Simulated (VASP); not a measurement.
# Mg8HO8 (a cell with a defect) in VASP: single point with LDA

Aim: the single point of Mg8HO8 (a cell with a defect) with LDA.

Program: VASP 6.6.1. These are calculated values, not measurements. Logs are shortened: lines on timing, memory, paths and dates and some standing lists are left out, and cuts for length are marked.

## (1) The cell of the first run

The cell holds a defect, 17 atoms: a = 5.481 Å, b = 5.481 Å, c = 5.481 Å, α = 60.00°, β = 60.00°, γ = 60.00°.

## (2) Single point, LDA, collinear spin, ferromagnetic start

File INCAR:

```
SYSTEM = Mg8HO8
  PREC = Accurate
  ENCUT = 520
  EDIFF = 1E-6
  ISMEAR = -1
  SIGMA = 0.05
  LREAL = Auto
  LASPH = .True.
  NELM = 150
  ALGO = Normal
  ISIF = 2
  LWAVE = .False.
  LCHARG = .False.
  ISPIN = 2
  MAGMOM = 0 0 0 0 0 0 0 0 0 0 0 0 0 0 0 0 1
  LORBIT = 11
  GGA = CA
  NBANDS = 50
```

File KPOINTS:

```
regular mesh
0
Gamma
  2 2 2
  0 0 0
```

File POSCAR:

```
Mg8HO8
1.0
    0.0000000000      3.8760000000      3.8760000000
    3.8760000000      0.0000000000      3.8760000000
    3.8760000000      3.8760000000      0.0000000000
Mg O H
8 8 1
Direct
   -0.0013533284     -0.0009773229      0.0035139421
   -0.0011425617     -0.0007663465      0.4999111473
   -0.0022611612      0.5005964550      0.0012531930
   -0.0012263020      0.5024559861      0.4998265215
    0.5002058477     -0.0017949112      0.0012268556
    0.5015335548     -0.0006685526      0.5000097143
    0.5002278946      0.5005691889      0.0012342275
    0.5002329988      0.5005964682      0.4987732618
    0.2546022430      0.2550487545      0.2355316015
    0.2547512656      0.2552252510      0.7558946291
    0.2491664484      0.7501535985      0.2507779972
    0.2547340039      0.7344503011      0.7558572269
    0.7497162417      0.2495325729      0.2507976207
    0.7338539116      0.2552381501      0.7559196343
    0.7496929985      0.7501819560      0.2507949218
    0.7496911435      0.7501483040      0.7502434163
    0.1234216012      0.1249641469      0.6274397890
```

Potentials or basis: VASP PAW LDA potentials, release 64 (Mg, O, H).

Started as:

```console
$ cat potpaw_LDA.64/Mg/POTCAR potpaw_LDA.64/O/POTCAR potpaw_LDA.64/H/POTCAR > POTCAR
$ mpirun -np 1 vasp_std > vasp.out
```

OUTCAR:

```text
SYSTEM = Mg8HO8
   PREC = Accurate
   ENCUT = 520
   EDIFF = 1E-6
   ISMEAR = -1
   LREAL = Auto
   LASPH = .True.
   NELM = 150
   ISIF = 2
   ISPIN = 2
   LORBIT = 11
   GGA = CA

 ion  position               nearest neighbor table
   1  0.999  0.999  0.004-  17 1.68  11 1.93  13 1.93  15 1.93  12 1.99  10 1.99  14 1.99   4 2.72
                             2 2.72   6 2.72   7 2.74   3 2.74   5 2.74   5 2.74   3 2.74   7 2.74
   2  0.999  0.999  0.500-  17 1.69  11 1.93  16 1.93  13 1.93   9 1.98  12 1.98  14 1.99   1 2.72
                             4 2.72   6 2.73   5 2.74   3 2.74   8 2.74   8 2.74   3 2.74   5 2.74
   3  0.998  0.501  0.001-  10 1.90  12 1.90   9 1.90  16 1.93  13 1.93  15 1.93   8 2.73   7 2.73
                             5 2.73   4 2.74   2 2.74   1 2.74   2 2.74   1 2.74   4 2.74   5 2.75
   4  0.999  0.502  0.500-  17 1.69  11 1.93  16 1.93  15 1.93   9 1.98  10 1.99  14 1.99   1 2.72
                             2 2.72   6 2.72   7 2.74   3 2.74   8 2.74   8 2.74   3 2.74   7 2.74
   5  0.500  0.998  0.001-  14 1.90  10 1.90   9 1.90  16 1.93  15 1.93  11 1.93   3 2.73   8 2.73
                             7 2.73   2 2.74   6 2.74   1 2.74   1 2.74   6 2.74   2 2.74   7 2.75
   6  0.502  0.999  0.500-  17 1.69  15 1.93  13 1.93  16 1.93   9 1.98  12 1.98  10 1.98   1 2.72
                             4 2.72   2 2.73   5 2.74   7 2.74   8 2.74   8 2.74   7 2.74   5 2.74
   7  0.500  0.501  0.001-  14 1.90  12 1.90   9 1.90  16 1.93  13 1.93  11 1.93   3 2.73   8 2.73
                             5 2.73   4 2.74   1 2.74   6 2.74   6 2.74   1 2.74   4 2.74   5 2.75
   8  0.500  0.501  0.499-  14 1.90  10 1.90  12 1.90  13 1.93  15 1.93  11 1.93   3 2.73   7 2.73
                             5 2.73   2 2.74   6 2.74   4 2.74   6 2.74   4 2.74   2 2.74   5 2.75
   9  0.255  0.255  0.236-   3 1.90   7 1.90   5 1.90   6 1.98   2 1.98   4 1.98
  10  0.255  0.255  0.756-   3 1.90   5 1.90   8 1.90   6 1.98   4 1.99   1 1.99
  11  0.249  0.750  0.251-   1 1.93   4 1.93   2 1.93   8 1.93   5 1.93   7 1.93
  12  0.255  0.734  0.756-   3 1.90   7 1.90   8 1.90   6 1.98   2 1.98   1 1.99
  13  0.750  0.250  0.251-   1 1.93   2 1.93   6 1.93   8 1.93   7 1.93   3 1.93
  14  0.734  0.255  0.756-   7 1.90   5 1.90   8 1.90   2 1.99   4 1.99   1 1.99
  15  0.750  0.750  0.251-   1 1.93   4 1.93   6 1.93   8 1.93   5 1.93   3 1.93
  16  0.750  0.750  0.750-   4 1.93   2 1.93   6 1.93   5 1.93   7 1.93   3 1.93
  17  0.123  0.125  0.627-   1 1.68   4 1.69   2 1.69   6 1.69

  LATTYP: Found a face centered cubic cell.
 ALAT       =     7.7520000000

  Lattice vectors:

 A1 = (   0.0000000000,   3.8760000000,   3.8760000000)
 A2 = (   3.8760000000,   0.0000000000,   3.8760000000)
 A3 = (   3.8760000000,   3.8760000000,   0.0000000000)

Analysis of symmetry for initial positions (statically):
=====================================================================
 Subroutine PRICEL returns:
 Original cell was already a primitive cell.

 Routine SETGRP: Setting up the symmetry group for a
 face centered cubic supercell.

 Subroutine GETGRP returns: Found  1 space group operations
 (whereof  1 operations were pure point group operations)
 out of a pool of 48 trial point group operations.

[... 195 lines left out ...]

 spin component 1

 k-point     1 :       0.0000    0.0000    0.0000
  band No.  band energies     occupation
      1     -13.4938      1.00000
      2     -11.3933      1.00000
      3     -11.2956      1.00000
      4     -11.2943      1.00000
      5     -11.2918      1.00000
      6     -10.9450      1.00000
[... 365 lines left out ...]
     43      18.2137      0.00000
     44      18.2252      0.00000
 Fermi energy:         9.5767069391

 spin component 2

 k-point     1 :       0.0000    0.0000    0.0000
  band No.  band energies     occupation
      1     -13.4219      1.00000
      2     -11.3096      1.00000
      3     -11.2588      1.00000
      4     -11.2577      1.00000
      5     -11.2559      1.00000
      6     -10.8504      1.00000
[... 365 lines left out ...]
     43      18.2305      0.00000
     44      18.2588      0.00000
 [bands above 44 left out]

------------------------ aborting loop because EDIFF is reached ----------------------------------------

  FORCE on cell =-STRESS in cart. coord.  units (eV):
  Direction    XX          YY          ZZ          XY          YZ          ZX
  --------------------------------------------------------------------------------------
  -------------------------------------------------------------------------------------
  Total       47.4969449     47.4956900     47.4952958      0.0090165     -0.0107162     -0.0071570
  in kB      653.4238123    653.4065493    653.4011261      0.1240422     -0.1474243     -0.0984599
  external PRESSURE =     653.4104959 kB  Pullay stress =       0.0000000 kB

 VOLUME and BASIS-vectors are now :
 -----------------------------------------------------------------------------
  energy-cutoff  :      520.00
  volume of cell :      116.46
      direct lattice vectors                 reciprocal lattice vectors
     0.000000000  3.876000000  3.876000000    -0.128998968  0.128998968  0.128998968
     3.876000000  0.000000000  3.876000000     0.128998968 -0.128998968  0.128998968
     3.876000000  3.876000000  0.000000000     0.128998968  0.128998968 -0.128998968

 POSITION                                       TOTAL-FORCE (eV/Angst)
 -----------------------------------------------------------------------------------
      3.88583      3.88437      7.74297         0.049443      0.045129     -0.047715
      5.81069      5.80923      7.74460        -0.039793     -0.045413     -0.047287
      1.94517      3.87209      5.80755         0.015432     -0.001112     -0.009983
      3.88485      5.80857      5.81877         0.044220     -0.040683      0.037574
      3.87380      1.94355      5.80784        -0.002303      0.013496     -0.018484
      5.81145      3.88198      5.81735        -0.047003      0.051905      0.049403
[... 9 lines left out ...]
      5.81552      5.81375      5.81338         0.020773      0.011981     -0.014410
      2.91632      2.91034      0.96274        -0.043055     -0.019921      0.030858
 -----------------------------------------------------------------------------------
    total drift:                                0.007620      0.005693     -0.007039

  FREE ENERGIE OF THE ION-ELECTRON SYSTEM (eV)
  ---------------------------------------------------
  free  energy   TOTEN  =      -101.8042899834 eV

  energy  without entropy=     -101.7923157608  energy(sigma->0) =     -101.79830287

 total charge

# of ion       s       p       d       tot
------------------------------------------
    1        0.197   0.293   0.152   0.642
    2        0.197   0.292   0.152   0.640
    3        0.204   0.305   0.158   0.666
    4        0.197   0.292   0.152   0.641
    5        0.204   0.305   0.158   0.667
    6        0.197   0.292   0.152   0.640
[... 9 lines left out ...]
   16        1.540   3.706   0.000   5.246
   17        0.614   0.031   0.000   0.645
--------------------------------------------------
tot         14.582  31.963   1.239  47.784

 magnetization (x)

# of ion       s       p       d       tot
------------------------------------------
    1        0.000   0.002   0.005   0.007
    2        0.000   0.002   0.005   0.007
    3        0.000   0.001   0.001   0.003
    4        0.000   0.002   0.005   0.007
    5        0.000   0.001   0.001   0.003
    6        0.000   0.002   0.005   0.007
[... 9 lines left out ...]
   16       -0.000  -0.001   0.000  -0.001
   17        0.233   0.002   0.000   0.234
--------------------------------------------------
tot          0.264   0.288   0.026   0.577
```

OSZICAR:

```text
N       E                     dE             d eps       ncg     rms          rms(c)
DAV:   1     0.303275482106E+03    0.30328E+03   -0.34340E+04  1672   0.124E+03
DAV:   2    -0.981480998838E+02   -0.40142E+03   -0.38880E+03  1948   0.283E+02
DAV:   3    -0.115608670535E+03   -0.17461E+02   -0.17381E+02  2030   0.569E+01
DAV:   4    -0.115703119610E+03   -0.94449E-01   -0.94382E-01  1826   0.473E+00
DAV:   5    -0.115703512707E+03   -0.39310E-03   -0.39304E-03  1876   0.304E-01    0.215E+01
DAV:   6    -0.102305968674E+03    0.13398E+02   -0.38024E+01  1862   0.293E+01    0.586E+00
DAV:   7    -0.102059243867E+03    0.24672E+00   -0.12436E+00  1838   0.499E+00    0.384E+00
DAV:   8    -0.101804427743E+03    0.25482E+00   -0.30530E-01  1750   0.303E+00    0.986E-01
DAV:   9    -0.101805823813E+03   -0.13961E-02   -0.36863E-02  1934   0.903E-01    0.327E-01
DAV:  10    -0.101804509438E+03    0.13144E-02   -0.54255E-03  1878   0.356E-01    0.170E-01
DAV:  11    -0.101804285251E+03    0.22419E-03   -0.74743E-04  1782   0.140E-01    0.599E-02
DAV:  12    -0.101804292497E+03   -0.72465E-05   -0.31711E-05  1958   0.341E-02    0.234E-02
DAV:  13    -0.101804290268E+03    0.22297E-05   -0.15231E-05  1960   0.210E-02    0.101E-02
DAV:  14    -0.101804289983E+03    0.28418E-06   -0.17729E-06  1356   0.828E-03
   1 F= -.10180429E+03 E0= -.10179830E+03  d E =-.119742E-01  mag=     0.7500
```

stdout:

```text
POSCAR found type information on POSCAR MgO H
 POSCAR found :  3 types and      17 ions
 scaLAPACK will be used
 LDA part: xc-table for (Slater(with rela. corr.)+CA(PZ))
 , standard interpolation
 POSCAR, INCAR and KPOINTS ok, starting setup
 FFT: planning ... GRIDC
 FFT: planning ... GRID_SOFT
 FFT: planning ... GRID
 WAVECAR not read
 entering main loop
```

Run time: 2.2 min. Hardware: 1 thread of Intel Xeon Platinum 8488C (Sapphire Rapids), shared host; peak memory 0.26 GiB.

What came out:

| Item | Value |
| --- | --- |
| Free energy | -101.8043 eV |
| Pressure | 65.3 GPa |
| Largest force | 0.091 eV/Å |
| Net moment | 0.75 μB per cell |
| Site moments | Mg +0.01, +0.00; O +0.07, +0.08, -0.00; H +0.23 μB |
| Valence electrons inside the program's atomic spheres | Mg 0.64, 0.67; O 5.23, 5.25; H 0.65 |

Forces in eV/Å, atoms in the order of the input:
```
Mg   0.049  0.045 -0.048
Mg  -0.040 -0.045 -0.047
Mg   0.015 -0.001 -0.010
Mg   0.044 -0.041  0.038
Mg  -0.002  0.013 -0.018
Mg  -0.047  0.052  0.049
Mg   0.020  0.009  0.001
Mg  -0.009 -0.015  0.012
O    0.045  0.041 -0.043
O   -0.051 -0.051 -0.050
O   -0.015  0.027  0.017
O    0.049 -0.048  0.047
O    0.030 -0.014  0.011
O   -0.053  0.051  0.053
O   -0.013 -0.016 -0.028
O    0.021  0.012 -0.014
H   -0.043 -0.020  0.031
```

Levels at points of the mesh, in eV from the Fermi level:
Spin up:
| k point | band 31 | band 32 | band 33 | band 34 | band 35 | band 36 |
| --- | --- | --- | --- | --- | --- | --- |
| (0.00, 0.00, 0.00) | -4.47 | -4.47 | -1.85 | 3.24 | 4.53 | 4.53 |
| (0.50, 0.00, 0.00) | -4.98 | -4.98 | -0.45 | 5.00 | 5.37 | 6.42 |
| (0.00, 0.50, 0.00) | -4.98 | -4.98 | -0.46 | 5.00 | 5.38 | 6.42 |
| (0.00, 0.00, 0.50) | -4.98 | -4.98 | -0.47 | 5.00 | 5.38 | 6.42 |
| (0.50, 0.50, 0.50) | -4.98 | -4.98 | -0.46 | 5.00 | 5.38 | 6.42 |
| (0.50, 0.50, 0.00) | -5.40 | -5.39 | -0.03 | 6.29 | 6.46 | 6.82 |
| (0.00, 0.50, 0.50) | -5.40 | -5.39 | -0.03 | 6.29 | 6.46 | 6.82 |
| (0.50, 0.00, 0.50) | -5.40 | -5.39 | -0.03 | 6.29 | 6.46 | 6.82 |
Spin down:
```
           k point  band 28  band 29  band 30  band 31  band 32  band 33  band 34  band 35  band 36  band 37
(0.00, 0.00, 0.00)    -5.40    -5.40    -4.40    -4.40    -4.40    -0.86     3.28     4.54     4.54     4.62
(0.50, 0.00, 0.00)    -5.70    -5.01    -5.01    -4.87    -4.87     0.50     5.02     5.41     6.43     6.47
(0.00, 0.50, 0.00)    -5.70    -5.01    -5.01    -4.87    -4.87     0.49     5.02     5.42     6.43     6.47
(0.00, 0.00, 0.50)    -5.70    -5.01    -5.01    -4.87    -4.87     0.48     5.02     5.42     6.43     6.47
(0.50, 0.50, 0.50)    -5.70    -5.01    -5.01    -4.87    -4.87     0.50     5.02     5.41     6.43     6.47
(0.50, 0.50, 0.00)    -5.43    -5.42    -5.34    -5.26    -5.26     0.93     6.33     6.49     6.85     7.08
(0.00, 0.50, 0.50)    -5.43    -5.42    -5.34    -5.26    -5.26     0.93     6.34     6.49     6.85     7.08
(0.50, 0.00, 0.50)    -5.43    -5.43    -5.34    -5.26    -5.26     0.93     6.33     6.49     6.85     7.08
```

Caveat: the k points lie up to 0.70 Å⁻¹ apart.
